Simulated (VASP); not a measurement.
# H (Cmcm) in VASP: notebook

H is run at these levels: PBE; tasks: relaxation of shape and atoms at fixed volume.

Program: VASP 6.6.1. These are calculated values, not measurements. Logs are shortened: lines on timing, memory, paths and dates and some standing lists are left out, and cuts for length are marked.

## 1. The cell of the first run

It takes space group Cmcm (No. 63, orthorhombic). Conventional cell: a = 3.474 Å, b = 5.583 Å, c = 6.639 Å, α = 90.00°, β = 90.00°, γ = 90.00°. H (site symmetry m) has 1 H at 0.74 Å within 1.0 Å.

## 2. Relaxation of shape and atoms at fixed volume, PBE (16.10 Å³/atom)

The input, INCAR:

```
PREC     = Accurate       # precision mode
ENCUT    = 600            # plane-wave cutoff, eV
EDIFF    = 1E-7           # SCF threshold, eV
ISMEAR   = 0              # smearing method
SIGMA    = 0.02           # smearing width, eV
LREAL    = F              # projectors in reciprocal space
LASPH    = T              # aspherical terms in the spheres
NELM     = 60             # most SCF steps
ALGO     = Normal         # electronic algorithm
ISIF     = 4              # what is computed and relaxed
LWAVE    = F              # write WAVECAR
LCHARG   = F              # write CHGCAR
GGA      = PE             # functional
IBRION   = 2              # ionic algorithm
NSW      = 50             # ionic steps
EDIFFG   = -0.01          # ionic threshold
```

The input, KPOINTS:

```
regular mesh
0
Gamma
  8 8 4
```

The input, POSCAR:

```
H
1.0
    1.7372098486     -2.7914501854      0.0000000000
    1.7372098486      2.7914501854      0.0000000000
    0.0000000000      0.0000000000      6.6394150927
H
4
Direct
    0.5545335722      0.4454664278      0.9679800516
    0.4454664278      0.5545335722      0.0320199484
    0.4454664278      0.5545335722      0.4679800516
    0.5545335722      0.4454664278      0.5320199484
```

Potentials or basis: VASP PAW PBE potentials, release 64 (H).

Launch:

```bash
$ cat potpaw_PBE.64/H/POTCAR > POTCAR
$ mpirun -np 1 vasp_std > vasp.out
```

OUTCAR:

```text
PREC = Accurate
   ENCUT = 600
   EDIFF = 1E-7
   ISMEAR = 0
   LREAL = F
   LASPH = T
   NELM = 60
   ISIF = 4
   GGA = PE
   IBRION = 2
   NSW = 50
   EDIFFG = -0.01

 ion  position               nearest neighbor table
   1  0.555  0.445  0.968-   2 0.74
   2  0.445  0.555  0.032-   1 0.74
   3  0.445  0.555  0.468-   4 0.74
   4  0.555  0.445  0.532-   3 0.74

  LATTYP: Found a base centered orthorhombic cell.
 ALAT       =     3.4744196972
 B/A-ratio  =     1.6068583698
 C/A-ratio  =     1.9109421634

  Lattice vectors:

 A1 = (   1.7372098486,  -2.7914501854,   0.0000000000)
 A2 = (   1.7372098486,   2.7914501854,   0.0000000000)
 A3 = (   0.0000000000,   0.0000000000,   6.6394150927)

Analysis of symmetry for initial positions (statically):
=====================================================================
 Subroutine PRICEL returns:
 Original cell was already a primitive cell.

 Routine SETGRP: Setting up the symmetry group for a
 base centered orthorhombic supercell.

 Subroutine GETGRP returns: Found  8 space group operations
 (whereof  4 operations were pure point group operations)
 out of a pool of  8 trial point group operations.

The static configuration has the point symmetry C_2h.
 The point group associated with its full space group is D_2h.

Analysis of symmetry for dynamics (positions and initial velocities):
=====================================================================
 Subroutine PRICEL returns:
 Original cell was already a primitive cell.

 Routine SETGRP: Setting up the symmetry group for a
 base centered orthorhombic supercell.

 Subroutine GETGRP returns: Found  8 space group operations
 (whereof  4 operations were pure point group operations)
 out of a pool of  8 trial point group operations.

The dynamic configuration has the point symmetry C_2h.
 The point group associated with its full space group is D_2h.

 Subroutine INISYM returns: Found  8 space group operations
 (whereof  4 operations are pure point group operations),
 and found     1 'primitive' translations

----------------------------------------------------------------------------------------

                                     Primitive cell

  volume of cell :      64.3935

  direct lattice vectors                    reciprocal lattice vectors
[... 103 lines left out ...]
   NUPDOWN=      -1.0000    fix difference up-down
   EMIN   =  10.00;   EMAX   =-10.00  energy-range for DOS
   EFERMI =   0.00;   METHOD = LEGACY
   ISMEAR =     0;   SIGMA  =   0.02  broadening in eV -4-tet -1-fermi 0-gaus
   EFERMI_NEDOS =   21; number of points for ismear=-14 and -15
   IALGO  =     38    algorithm
   IMIX   =      4    mixing-type and parameters
     AMIX     =   0.40;   BMIX     =  1.00
     AMIX_MAG =   1.60;   BMIX_MAG =  1.00
  volume/ion in A,a.u.               =      16.10       108.64
  Fermi-wavevector in a.u.,A,eV,Ry     =   0.648357  1.225217  5.719437  0.420367
  Thomas-Fermi vector in A             =   1.716963
   LORBIT       =      0    0 simple, 1 ext, 2 COOP (PROOUT), +10 PAW based schemes
   GGA     = PE    functional components
   LHFCALC =     F    Hartree Fock is set to
   AEXX    =    0.0000 exact exchange contribution
   IVDW    =     0    specifies the selected vdW correction
   LEPSILON=     F    determine dielectric tensor
   LRPA    =     F    only Hartree local field effects (RPA)
 conjugate gradient relaxation of ions
 non-spin polarized calculation
 Gauss-broadening in eV      SIGMA  =   0.02
  energy-cutoff  :      600.00
  volume of cell :       64.39
 maximum number of plane-waves:      2170
 NGX is ok and might be reduce to    28
   NGX = 13   NGY = 13   NGZ = 27

--------------------------------------- Ionic step        1  -------------------------------------------

 number of electron       3.9999999 magnetization

 Free energy of the ion-electron system (eV)
  ---------------------------------------------------
  ext. energy  EPLUGINS =         0.00000000
  ---------------------------------------------------
  free energy    TOTEN  =       -13.57507826 eV

  energy without entropy =      -13.57507826  energy(sigma->0) =      -13.57507826

------------------------ aborting loop because EDIFF is reached ----------------------------------------

  FORCE on cell =-STRESS in cart. coord.  units (eV):
  Direction    XX          YY          ZZ          XY          YZ          ZX
  --------------------------------------------------------------------------------------
  -------------------------------------------------------------------------------------
  Total        0.0161198      0.2642144      0.1394170      0.0000000      0.0000000      0.0000000
  in kB        0.4010763      6.5739299      3.4688407      0.0000000      0.0000000      0.0000000
  external PRESSURE =       3.4812823 kB  Pullay stress =       0.0000000 kB
[... 63 lines left out ...]
--------------------------------------- Ionic step        3  -------------------------------------------

 number of electron       3.9999999 magnetization

 Free energy of the ion-electron system (eV)
  ---------------------------------------------------
  ext. energy  EPLUGINS =         0.00000000
  ---------------------------------------------------
  free energy    TOTEN  =       -13.57689748 eV

  energy without entropy =      -13.57689748  energy(sigma->0) =      -13.57689748

 E-fermi :  -8.6673     XC(G=0):  -4.5624

 val. band max:       -8.7832939638   @ k =   0.5000   0.5000   0.0000
 cond. band min:      -0.0582296017   @ k =   0.0000   0.0000   0.0000
 fundamental gap:      8.7250643621
 Fermi energy:        -8.6672835433

 k-point     1 :       0.0000    0.0000    0.0000
  band No.  band energies     occupation
      1     -10.3046      2.00000
      2      -9.7028      2.00000
      3      -0.0582      0.00000
      4       3.0121      0.00000
      5       6.5625      0.00000
      6       7.2280      0.00000
[... 199 lines left out ...]
 k-point    24 :       0.2500   -0.0000    0.2500
  band No.  band energies     occupation
      1      -9.8280      2.00000
      2      -9.4537      2.00000
      3       1.1022      0.00000
      4       2.0831      0.00000
      5       4.4086      0.00000
      6       5.8291      0.00000

 [... further k-points ...]

------------------------ aborting loop because EDIFF is reached ----------------------------------------

  FORCE on cell =-STRESS in cart. coord.  units (eV):
  Direction    XX          YY          ZZ          XY          YZ          ZX
  --------------------------------------------------------------------------------------
  -------------------------------------------------------------------------------------
  Total        0.0180490      0.0108869      0.0172792      0.0000000      0.0000000      0.0000000
  in kB        0.4490775      0.2708787      0.4299244      0.0000000      0.0000000      0.0000000
  external PRESSURE =       0.3832935 kB  Pullay stress =       0.0000000 kB
[... 19 lines left out ...]
  FREE ENERGIE OF THE ION-ELECTRON SYSTEM (eV)
  ---------------------------------------------------
  free  energy   TOTEN  =       -13.5768974834 eV

  energy  without entropy=      -13.5768974834  energy(sigma->0) =      -13.57689748

 reached required accuracy - stopping structural energy minimisation
```

CONTCAR:

```text
H
   1.00000000000000
     1.7364727500531258   -2.7926397196192791    0.0000000000000000
     1.7364727500531258    2.7926397196192791   -0.0000000000000000
     0.0000000000000000    0.0000000000000000    6.6394041123824374
  H
     4
Direct
     0.5550487860501649    0.4449512139498350    0.9676788476259868
     0.4449512139498350    0.5550487860501649    0.0323211523740132
     0.4449512139498350    0.5550487860501649    0.4676788476259869
     0.5550487860501649    0.4449512139498350    0.5323211523740132

  0.00000000E+00  0.00000000E+00  0.00000000E+00
  0.00000000E+00  0.00000000E+00  0.00000000E+00
  0.00000000E+00  0.00000000E+00  0.00000000E+00
  0.00000000E+00  0.00000000E+00  0.00000000E+00
```

Wall time 29 s (1 thread of Oxide Virtual Turin-like, shared host); peak memory 0.16 GiB.

What came out:

* Free energy: -13.5769 eV
* Energy gained by relaxing: 0.5 meV/atom
* Ionic steps: 3
* Pressure after relaxing: 0.0 GPa
* Band gap on the k mesh: 8.73 eV (least direct gap 8.87 eV)

Step by step:
```tsv
step	energy change (eV)	largest force (eV/Å)	pressure (GPa)	volume (Å³)
1	0.0000	0.2549	0.35	64.39
2	0.0091	0.5908	-0.71	64.39
3	-0.0018	0.0004	0.04	64.39
```

Final structure:
```
CELL_PARAMETERS angstrom
1.73647 -2.79264 0.00000
1.73647 2.79264 0.00000
0.00000 0.00000 6.63940
ATOMIC_POSITIONS crystal
H 0.55505 0.44495 0.96768
H 0.44495 0.55505 0.03232
H 0.44495 0.55505 0.46768
H 0.55505 0.44495 0.53232
```

Caveat: this functional lacks dispersion, which holds the molecules together, so the pressure and a relaxed volume are unreliable.

## 3. Relaxation of shape and atoms at fixed volume, PBE (16.61 Å³/atom)

This run uses another cell than the first one, of 16.61 Å³/atom.

The input, INCAR:

```
SYSTEM = H
PREC     = Accurate       ! precision mode
ENCUT    = 600            ! plane-wave cutoff, eV
EDIFF    = 1E-7           ! SCF threshold, eV
ISMEAR   = 0              ! smearing method
SIGMA    = 0.02           ! smearing width, eV
LREAL    = .False.        ! projectors in reciprocal space
LASPH    = .True.         ! aspherical terms in the spheres
NELM     = 80             ! most SCF steps
ALGO     = Normal         ! electronic algorithm
ISIF     = 4              ! what is computed and relaxed
LWAVE    = .False.        ! write WAVECAR
LCHARG   = .False.        ! write CHGCAR
GGA      = PE             ! functional
IBRION   = 2              ! ionic algorithm
NSW      = 50             ! ionic steps
EDIFFG   = -0.01          ! ionic threshold
```

The input, KPOINTS:

```
regular mesh
0
Gamma
  8 8 4
  0 0 0
```

The input, POSCAR:

```
H
1.0
    1.7550824209     -2.8224288931      0.0000000000
    1.7550824209      2.8224288931      0.0000000000
    0.0000000000      0.0000000000      6.7071086444
H
4
Direct
    0.5539446126      0.4460553874      0.9682845208
    0.4460553874      0.5539446126      0.0317154792
    0.4460553874      0.5539446126      0.4682845208
    0.5539446126      0.4460553874      0.5317154792
```

Potentials or basis: VASP PAW PBE potentials, release 64 (H).

Launch:

```bash
$ cat potpaw_PBE.64/H/POTCAR > POTCAR
$ mpirun -np 1 vasp_std > vasp.out
```

Wall time 27 s (1 thread of Oxide Virtual Turin-like, shared host); peak memory 0.16 GiB.

It converged, with:

- Free energy: -13.5778 eV
- Energy gained by relaxing: 0.4 meV/atom
- Ionic steps: 3
- Pressure after relaxing: 0.0 GPa
- Band gap on the k mesh: 8.77 eV (least direct gap 8.91 eV)

The path:
```tsv
step	energy change (eV)	largest force (eV/Å)	pressure (GPa)	volume (Å³)
1	0.0000	0.2489	0.31	66.45
2	0.0087	0.5771	-0.69	66.45
3	-0.0017	0.0003	0.01	66.45
```

Final structure:
```xyz
4
Lattice="1.7544 -2.8236 0.0000 1.7544 2.8236 0.0000 0.0000 0.0000 6.7071" Properties=species:S:1:pos:R:3 pbc="T T T"
H     1.7544   -0.3074    6.4925
H     1.7544    0.3074    0.2147
H     1.7544    0.3074    3.1389
H     1.7544   -0.3074    3.5682
```

Levels at points of the mesh, in eV from the valence-band top:
```
           k point  band 1  band 2  band 3  band 4  band 5  band 6
(0.00, 0.00, 0.00)   -1.43   -0.87    8.77   11.68   15.24   15.81
(0.50, 0.00, 0.00)   -0.60   -0.19    9.42   11.62   11.88   14.35
(0.50, 0.50, 0.00)   -0.39    0.00    8.91   10.82   12.79   14.54
(0.00, 0.00, 0.50)   -1.17   -1.17   10.09   10.09   15.30   15.30
(0.50, 0.00, 0.50)   -0.41   -0.41   10.20   10.20   13.21   13.21
(0.50, 0.50, 0.50)   -0.20   -0.20    9.64    9.64   13.95   13.95
```

Caveat: this functional lacks dispersion, which holds the molecules together, so the pressure and a relaxed volume are unreliable.

## 4. Relaxation of shape and atoms at fixed volume, PBE (17.64 Å³/atom)

This run uses another cell than the first one, of 17.64 Å³/atom.

The input, INCAR:

```
SYSTEM = H
ALGO = Normal
EDIFF = 1E-6
EDIFFG = -0.01
ENCUT = 600
GGA = PE
IBRION = 2
ISIF = 4
ISMEAR = 0
LASPH = .TRUE.
LCHARG = .FALSE.
LREAL = .FALSE.
LWAVE = .FALSE.
NELM = 80
NSW = 50
PREC = Accurate
SIGMA = 0.02
```

The input, KPOINTS:

```
k-points
0
G
  8 8 4
  0 0 0
```

The input, POSCAR:

```
H
1.0
    1.7905481867     -2.8794630249      0.0000000000
    1.7905481867      2.8794630249      0.0000000000
    0.0000000000      0.0000000000      6.8426423046
H
4
Direct
    0.5539446126      0.4460553874      0.9682845208
    0.4460553874      0.5539446126      0.0317154792
    0.4460553874      0.5539446126      0.4682845208
    0.5539446126      0.4460553874      0.5317154792
```

Launch:

```bash
$ cat potpaw_PBE.64/H/POTCAR > POTCAR
$ mpirun -np 1 vasp_std > vasp.out
```

Wall time 33 s (1 thread of Oxide Virtual Turin-like, shared host); peak memory 0.17 GiB.

The run converged. Its results:

```yaml
Free_energy: -13.5786 eV
Energy_gained_by_relaxing: 0.5 meV/atom
Ionic_steps: 3
Pressure_after_relaxing: 0.0 GPa
Band_gap_on_the_k_mesh: 8.85 eV (least direct gap 8.99 eV)
```

The path:
```csv
step,energy change (eV),largest force (eV/Å),pressure (GPa),volume (Å³)
1,0.0000,0.2637,-0.32,70.56
2,0.0101,0.6750,0.72,70.56
3,-0.0021,0.0002,-0.02,70.56
```

Final structure:
```cif
data_structure
_symmetry_space_group_name_H-M 'P 1'
_symmetry_Int_Tables_number 1
_cell_length_a 3.3900
_cell_length_b 3.3900
_cell_length_c 6.8428
_cell_angle_alpha 90.000
_cell_angle_beta 90.000
_cell_angle_gamma 116.198
_cell_volume 70.56
loop_
_atom_site_label
_atom_site_type_symbol
_atom_site_fract_x
_atom_site_fract_y
_atom_site_fract_z
_atom_site_occupancy
H1 H 0.55340 0.44660 0.96860 1
H2 H 0.44660 0.55340 0.03140 1
H3 H 0.44660 0.55340 0.46860 1
H4 H 0.55340 0.44660 0.53140 1
```

Levels at points of the mesh, in eV from the valence-band top:
```csv
k point,band 1,band 2,band 3,band 4,band 5,band 6
"(0.00, 0.00, 0.00)",-1.28,-0.78,8.85,11.47,15.03,15.44
"(0.50, 0.00, 0.00)",-0.54,-0.18,9.47,11.57,11.83,14.22
"(0.50, 0.50, 0.00)",-0.34,0.00,8.99,10.81,12.70,14.41
"(0.00, 0.00, 0.50)",-1.04,-1.04,10.05,10.05,15.01,15.01
"(0.50, 0.00, 0.50)",-0.37,-0.37,10.21,10.21,13.07,13.07
"(0.50, 0.50, 0.50)",-0.18,-0.18,9.69,9.69,13.79,13.79
```

Caveat: this functional lacks dispersion, which holds the molecules together, so the pressure and a relaxed volume are unreliable. A k mesh can miss the band edges.

## 5. Relaxation of shape and atoms at fixed volume, PBE (18.15 Å³/atom)

This run uses another cell than the first one, of 18.15 Å³/atom.

The input, INCAR:

```
ALGO = Normal
EDIFF = 1E-6
EDIFFG = -0.01
ENCUT = 600
GGA = PE
IBRION = 2
ISIF = 4
ISMEAR = 0
LASPH = T
LCHARG = F
LREAL = F
LWAVE = F
NELM = 100
NSW = 50
PREC = Accurate
SIGMA = 0.02
```

The input, KPOINTS:

```
k-points
0
Gamma
  8 8 4
```

The input, POSCAR:

```
H
1.0
    1.8081380843     -2.9057081085      0.0000000000
    1.8081380843      2.9057081085      0.0000000000
    0.0000000000      0.0000000000      6.9104514300
H
4
Direct
    0.5534732956      0.4465267044      0.9685967872
    0.4465267044      0.5534732956      0.0314032128
    0.4465267044      0.5534732956      0.4685967872
    0.5534732956      0.4465267044      0.5314032128
```

Launch:

```bash
$ cat potpaw_PBE.64/H/POTCAR > POTCAR
$ mpirun -np 1 vasp_std > vasp.out
```

Wall time 27 s (1 thread of Oxide Virtual Turin-like, shared host); peak memory 0.17 GiB.

The run converged. Its results:

| Item | Value |
| --- | --- |
| Free energy | -13.5788 eV |
| Energy gained by relaxing | 0.5 meV/atom |
| Ionic steps | 3 |
| Pressure after relaxing | 0.0 GPa |
| Band gap on the k mesh | 8.88 eV (least direct gap 9.03 eV) |

Step by step:
| step | energy change (eV) | largest force (eV/Å) | pressure (GPa) | volume (Å³) |
| --- | --- | --- | --- | --- |
| 1 | 0.0000 | 0.2668 | -0.33 | 72.61 |
| 2 | 0.0103 | 0.6832 | 0.70 | 72.61 |
| 3 | -0.0021 | 0.0002 | -0.03 | 72.61 |

Final structure:
```cif
data_structure
_symmetry_space_group_name_H-M 'P 1'
_symmetry_Int_Tables_number 1
_cell_length_a 3.4215
_cell_length_b 3.4215
_cell_length_c 6.9106
_cell_angle_alpha 90.000
_cell_angle_beta 90.000
_cell_angle_gamma 116.161
_cell_volume 72.61
loop_
_atom_site_label
_atom_site_type_symbol
_atom_site_fract_x
_atom_site_fract_y
_atom_site_fract_z
_atom_site_occupancy
H1 H 0.55293 0.44707 0.96892 1
H2 H 0.44707 0.55293 0.03108 1
H3 H 0.44707 0.55293 0.46892 1
H4 H 0.55293 0.44707 0.53108 1
```

Levels at points of the mesh, in eV from the valence-band top:
```csv
k point,band 1,band 2,band 3,band 4,band 5,band 6
"(0.00, 0.00, 0.00)",-1.21,-0.74,8.88,11.37,14.93,15.27
"(0.50, 0.00, 0.00)",-0.51,-0.17,9.49,11.55,11.80,14.15
"(0.50, 0.50, 0.00)",-0.32,0.00,9.03,10.81,12.66,14.34
"(0.00, 0.00, 0.50)",-0.99,-0.99,10.04,10.04,14.87,14.87
"(0.50, 0.00, 0.50)",-0.35,-0.35,10.22,10.22,13.01,13.01
"(0.50, 0.50, 0.50)",-0.17,-0.17,9.71,9.71,13.72,13.72
```

Caveat: this functional lacks dispersion, which holds the molecules together, so the pressure and a relaxed volume are unreliable.

## 6. Summary

```csv
cell,gap on the mesh (eV),pressure (GPa),relaxed volume (Å³/atom)
"relaxed from a = 3.288, b = 3.288, c = 6.639 Å, angles 90.0, 90.0, 116.2°, 4 atoms, atomic positions A",8.73,0.0,16.10
"relaxed from a = 3.324, b = 3.324, c = 6.707 Å, angles 90.0, 90.0, 116.3°, 4 atoms, atomic positions B",8.77,0.0,16.61
"relaxed from a = 3.391, b = 3.391, c = 6.843 Å, angles 90.0, 90.0, 116.3°, 4 atoms, atomic positions B",8.85,0.0,17.64
"relaxed from a = 3.422, b = 3.422, c = 6.910 Å, angles 90.0, 90.0, 116.2°, 4 atoms, atomic positions C",8.88,0.0,18.15
```

Alike in all rows: task relaxation of shape and atoms at fixed volume; level PBE; potentials or basis VASP PAW PBE potentials, release 64 (H); no spin polarisation; k mesh 8 × 8 × 4; cutoff (eV) 600; smearing gaussian 0.02 eV.

Caveats: this functional lacks dispersion, which holds the molecules together, so the pressure and a relaxed volume are unreliable.

Absolute energies hang on the potentials; compare differences alone.
